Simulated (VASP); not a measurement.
# P (Cmce) in VASP: single point with PBE+D3(BJ)

Aim: the single point of P with PBE+D3(BJ).

All numbers are computed with VASP 6.6.1; they aren't measurements. Logs are shortened: lines on timing, memory, paths and dates and some standing lists are left out, and cuts for length are marked.

**1. The cell of the first run**

The structure is orthorhombic, space group Cmce (No. 64). Conventional cell: a = 3.322 Å, b = 10.197 Å, c = 4.163 Å, α = 90.00°, β = 90.00°, γ = 90.00°. Within 2.9 Å of P (site symmetry m) lie 3 P at 2.23 to 2.25 Å.

**2. Single point, PBE+D3(BJ)**

The input, INCAR:

```
  ALGO = Normal
  EDIFF = 1E-6
  ENCUT = 520
  GGA = PE
  ISIF = 2
  ISMEAR = 0
  IVDW = 12
  LASPH = T
  LCHARG = T
  LELF = T
  LREAL = F
  LVHAR = T
  LWAVE = F
  NBANDS = 18
  NELM = 80
  PREC = Accurate
  SIGMA = 0.05
```

The input, KPOINTS:

```
k-points
0
Gamma
  12 12 10
```

The input, POSCAR:

```
P
1.0
    1.6611804690     -5.0985611636      0.0000000000
    1.6611804690      5.0985611636      0.0000000000
    0.0000000000      0.0000000000      4.1634829826
P
4
Direct
    0.8936154175      0.1063845825      0.0718364564
    0.6063845825      0.3936154175      0.5718364564
    0.1063845825      0.8936154175      0.9281635436
    0.3936154175      0.6063845825      0.4281635436
```

Potentials or basis: VASP PAW PBE potentials, release 64 (P).

The run is started by

```
cat potpaw_PBE.64/P/POTCAR > POTCAR
mpirun -np 1 vasp_std > vasp.out
```

OUTCAR:

```text
EDIFF = 1E-6
   ENCUT = 520
   GGA = PE
   ISIF = 2
   ISMEAR = 0
   IVDW = 12
   LASPH = T
   LREAL = F
   NELM = 80
   PREC = Accurate
 IVDW          = 12

 ion  position               nearest neighbor table
   1  0.894  0.106  0.072-   4 2.23   4 2.23   3 2.25
   2  0.606  0.394  0.572-   3 2.23   3 2.23   4 2.25
   3  0.106  0.894  0.928-   2 2.23   2 2.23   1 2.25
   4  0.394  0.606  0.428-   1 2.23   1 2.23   2 2.25

  LATTYP: Found a base centered orthorhombic cell.
 ALAT       =     3.3223609380
 B/A-ratio  =     3.0692397718
 C/A-ratio  =     1.2531699777

  Lattice vectors:

 A1 = (   1.6611804690,  -5.0985611636,   0.0000000000)
 A2 = (   1.6611804690,   5.0985611636,   0.0000000000)
 A3 = (   0.0000000000,   0.0000000000,   4.1634829826)

Analysis of symmetry for initial positions (statically):
=====================================================================
 Subroutine PRICEL returns:
 Original cell was already a primitive cell.

 Routine SETGRP: Setting up the symmetry group for a
 base centered orthorhombic supercell.

 Subroutine GETGRP returns: Found  8 space group operations
 (whereof  4 operations were pure point group operations)
 out of a pool of  8 trial point group operations.

The static configuration has the point symmetry C_2h.
 The point group associated with its full space group is D_2h.

Analysis of symmetry for dynamics (positions and initial velocities):
=====================================================================
 Subroutine PRICEL returns:
 Original cell was already a primitive cell.

 Routine SETGRP: Setting up the symmetry group for a
 base centered orthorhombic supercell.

 Subroutine GETGRP returns: Found  8 space group operations
 (whereof  4 operations were pure point group operations)
 out of a pool of  8 trial point group operations.

The dynamic configuration has the point symmetry C_2h.
 The point group associated with its full space group is D_2h.

 Subroutine INISYM returns: Found  8 space group operations
 (whereof  4 operations are pure point group operations),
 and found     1 'primitive' translations

----------------------------------------------------------------------------------------

                                     Primitive cell

  volume of cell :      70.5263

  direct lattice vectors                    reciprocal lattice vectors
     1.661180469 -5.098561164  0.000000000     0.300990777 -0.098066883  0.000000000
     1.661180469  5.098561164  0.000000000     0.300990777  0.098066883  0.000000000
     0.000000000  0.000000000  4.163482983     0.000000000  0.000000000  0.240183520

  length of vectors
     5.362354566  5.362354566  4.163482983     0.316563677  0.316563677  0.240183520

  position of ions in fractional coordinates (direct lattice)
     0.893615418  0.106384582  0.071836456
     0.606384582  0.393615418  0.571836456
     0.106384582  0.893615418  0.928163544
     0.393615418  0.606384582  0.428163544

  ion indices of the primitive-cell ions
   primitive index   ion index
                 1           1
                 2           2
                 3           3
                 4           4

----------------------------------------------------------------------------------------

 KPOINTS: k-points

Automatic generation of k-mesh.
 Grid dimensions read from file:
 generate k-points for:   12   12   10

 Generating k-lattice:

  Cartesian coordinates                     Fractional coordinates (reciprocal lattice)
     0.025082565 -0.008172240  0.000000000     0.083333333  0.000000000  0.000000000
     0.025082565  0.008172240  0.000000000     0.000000000  0.083333333  0.000000000
     0.000000000  0.000000000  0.024018352     0.000000000  0.000000000  0.100000000

  Length of vectors
     0.026380306  0.026380306  0.024018352

  Shift w.r.t. Gamma in fractional coordinates (k-lattice)
     0.000000000  0.000000000  0.000000000

 Subroutine IBZKPT returns following result:
 ===========================================

 Found    258 irreducible k-points:

 Following reciprocal coordinates:
            Coordinates               Weight
  0.000000  0.000000  0.000000      1.000000
  0.083333 -0.000000  0.000000      4.000000
  0.166667 -0.000000  0.000000      4.000000
  0.250000  0.000000  0.000000      4.000000
  0.333333  0.000000  0.000000      4.000000
  0.416667  0.000000  0.000000      4.000000
[... 16 lines left out ...]
  0.500000  0.166667  0.000000      4.000000
 -0.416667  0.166667  0.000000      4.000000
 [... further k-points ...]
   k-points           NKPTS =    258   k-points in BZ     NKDIM =    258   number of bands    NBANDS=     18
   number of dos      NEDOS =    301   number of ions     NIONS =      4
   total plane-waves  NPLWV =  51200
   dimension x,y,z NGX =    40 NGY =   40 NGZ =   32
   dimension x,y,z NGXF=    80 NGYF=   80 NGZF=   64
   ions per type =               4
   NGX,Y,Z   is equivalent  to a cutoff of  12.40, 12.40, 12.78 a.u.
   NGXF,Y,Z  is equivalent  to a cutoff of  24.80, 24.80, 25.55 a.u.
 SYSTEM =  unknown system
   PREC   = accura    normal or accurate (medium, high low for compatibility)
   ISTART =      0    job   : 0-new  1-cont  2-samecut
   ICHARG =      2    charge: 1-file 2-atom 10-const
   ISPIN  =      1    spin polarized calculation?
   LNONCOLLINEAR =      F non collinear calculations
   LSORBIT =      F    spin-orbit coupling
   LASPH  =      T    aspherical Exc in radial PAW
   ENCUT  =  520.0 eV  38.22 Ry    6.18 a.u.   9.97  9.97  7.74*2*pi/ulx,y,z
   NELM   =     80;   NELMIN=  2; NELMDL= -5     # of ELM steps
   EDIFF  = 0.1E-05   stopping-criterion for ELM
   LREAL  =      F    real-space projection
   EDIFFG = 0.1E-04   stopping-criterion for IOM
   NSW    =      0    number of steps for IOM
   IBRION =     -1    ionic relax: 0-MD 1-quasi-New 2-CG
   NFREE  =      0    steps in history (QN), initial steepest desc. (CG)
   ISIF   =      2    stress and relaxation
   ISYM   =      2    0-nonsym 1-usesym 2-fastsym
   POTIM  = 0.5000    time-step for ionic-motion
   TEBEG  =    0.0;   TEEND  =   0.0 temperature during run
   PSTRESS=    0.0 pullay stress
   NELECT =      20.0000    total number of electrons
   NUPDOWN=      -1.0000    fix difference up-down
   EMIN   =  10.00;   EMAX   =-10.00  energy-range for DOS
   EFERMI =   0.00;   METHOD = LEGACY
   ISMEAR =     0;   SIGMA  =   0.05  broadening in eV -4-tet -1-fermi 0-gaus
   EFERMI_NEDOS =   21; number of points for ismear=-14 and -15
   IALGO  =     38    algorithm
   IMIX   =      4    mixing-type and parameters
     AMIX     =   0.40;   BMIX     =  1.00
     AMIX_MAG =   1.60;   BMIX_MAG =  1.00
  volume/ion in A,a.u.               =      17.63       118.98
  Fermi-wavevector in a.u.,A,eV,Ry     =   1.075559  2.032513 15.739602  1.156828
  Thomas-Fermi vector in A             =   2.211419
   LORBIT       =      0    0 simple, 1 ext, 2 COOP (PROOUT), +10 PAW based schemes
   GGA     = PE    functional components
   LHFCALC =     F    Hartree Fock is set to
   AEXX    =    0.0000 exact exchange contribution
   IVDW    =    12    specifies the selected vdW correction
   LEPSILON=     F    determine dielectric tensor
   LRPA    =     F    only Hartree local field effects (RPA)
 non-spin polarized calculation
 Gauss-broadening in eV      SIGMA  =   0.05
  energy-cutoff  :      520.00
  volume of cell :       70.53
 maximum number of plane-waves:      1916
   NGX = 19   NGY = 19   NGZ = 15

 number of electron      19.9999998 magnetization

 Free energy of the ion-electron system (eV)
  ---------------------------------------------------
  ext. energy  EPLUGINS =         0.00000000
  ---------------------------------------------------
  free energy    TOTEN  =       -21.37602984 eV

  energy without entropy =      -21.37583789  energy(sigma->0) =      -21.37593387

 E-fermi :   7.4324     XC(G=0): -10.2657

 val. band max:        7.4243917608   @ k =  -0.4167   0.4167   0.0000
 cond. band min:       7.4416995625   @ k =  -0.3333   0.3333   0.0000
 fundamental gap:      0.0173078017
 Fermi energy:         7.4324150087

 k-point     1 :       0.0000    0.0000    0.0000
  band No.  band energies     occupation
      1      -8.5944      2.00000
      2      -5.2470      2.00000
      3      -1.7269      2.00000
      4       0.1087      2.00000
      5       2.3005      2.00000
      6       3.1481      2.00000
[... 10 lines left out ...]
     17      14.6181      0.00000
     18      14.8234      0.00000

 k-point     2 :       0.0833   -0.0000    0.0000
  band No.  band energies     occupation
      1      -8.5064      2.00000
      2      -5.1780      2.00000
      3      -1.8028      2.00000
      4       0.2015      2.00000
      5       2.3826      2.00000
      6       2.7256      2.00000
[... 10 lines left out ...]
     17      13.8069      0.00000
     18      14.4936      0.00000

 k-point     3 :       0.1667   -0.0000    0.0000
  band No.  band energies     occupation
      1      -8.2435      2.00000
      2      -4.9701      2.00000
      3      -2.0948      2.00000
      4       0.4754      2.00000
      5       1.6939      2.00000
      6       2.3034      2.00000
[... 10 lines left out ...]
     17      12.4381      0.00000
     18      14.3778      0.00000

 k-point     4 :       0.2500    0.0000    0.0000
  band No.  band energies     occupation
      1      -7.8092      2.00000
      2      -4.6208      2.00000
      3      -2.7096      2.00000
      4       0.4903      2.00000
      5       0.9150      2.00000
      6       1.9347      2.00000
[... 375 lines left out ...]
      4      -1.3740      2.00000
      5       2.1613      2.00000
      6       2.5486      2.00000
[... 10 lines left out ...]
     17      14.4305      0.00000
     18      14.5819      0.00000

 k-point    23 :       0.5000    0.1667    0.0000
  band No.  band energies     occupation
      1      -7.0457      2.00000
      2      -4.5579      2.00000
      3      -3.7007      2.00000
      4      -0.3347      2.00000
      5       1.9691      2.00000
      6       2.0494      2.00000
[... 10 lines left out ...]
     17      14.2233      0.00000
     18      14.6564      0.00000

 k-point    24 :      -0.4167    0.1667    0.0000
  band No.  band energies     occupation
      1      -7.6536      2.00000
      2      -5.0439      2.00000
      3      -2.7576      2.00000
      4       0.7192      2.00000
      5       1.4598      2.00000
      6       1.9586      2.00000
[... 10 lines left out ...]
     17      12.7398      0.00000
     18      13.5494      0.00000

 [... further k-points ...]

------------------------ aborting loop because EDIFF is reached ----------------------------------------

 Edisp (eV)   -1.59242

 E8    (eV) :    -0.6030

  FORCE on cell =-STRESS in cart. coord.  units (eV):
  Direction    XX          YY          ZZ          XY          YZ          ZX
  --------------------------------------------------------------------------------------
  -------------------------------------------------------------------------------------
  Total      -0.16295    -0.17067    -0.14356     0.00000    -0.00000     0.00000
  in kB      -3.70182    -3.87722    -3.26123     0.00000    -0.00000     0.00000
  external pressure =       -3.61 kB  Pullay stress =        0.00 kB

 VOLUME and BASIS-vectors are now :
 -----------------------------------------------------------------------------
  energy-cutoff  :      520.00
  volume of cell :       70.53
      direct lattice vectors                 reciprocal lattice vectors
     1.661180469 -5.098561164  0.000000000     0.300990777 -0.098066883  0.000000000
     1.661180469  5.098561164  0.000000000     0.300990777  0.098066883  0.000000000
     0.000000000  0.000000000  4.163482983     0.000000000  0.000000000  0.240183520

 POSITION                                       TOTAL-FORCE (eV/Angst)
 -----------------------------------------------------------------------------------
      1.66118     -4.01374      0.29909         0.000000     -0.042095      0.043422
      1.66118     -1.08482      2.38083         0.000000      0.042095      0.043422
      1.66118      4.01374      3.86439         0.000000      0.042095     -0.043422
      1.66118      1.08482      1.78265         0.000000     -0.042095     -0.043422
 -----------------------------------------------------------------------------------
    total drift:                                0.000000      0.000000     -0.000000

  FREE ENERGIE OF THE ION-ELECTRON SYSTEM (eV)
  ---------------------------------------------------
  free  energy   TOTEN  =       -22.9684509437 eV

  energy  without entropy=      -22.9682589953  energy(sigma->0) =      -22.96835497
```

It took 3.9 min on 1 thread of AMD EPYC 7R13 (Zen 3), shared host; peak memory 0.34 GiB.

Results:

```
Free energy                : -22.9685 eV
Pressure                   : -0.4 GPa
Largest force              : 0.060 eV/Å
Band gap on the k mesh     : zero (bands 10 and 11 overlap by 0.18 eV)
Dispersion energy per atom : -0.398 eV
```

Forces in eV/Å, atoms in the order of the input:
```
P    0.000 -0.042  0.043
P    0.000  0.042  0.043
P    0.000  0.042 -0.043
P    0.000 -0.042 -0.043
```
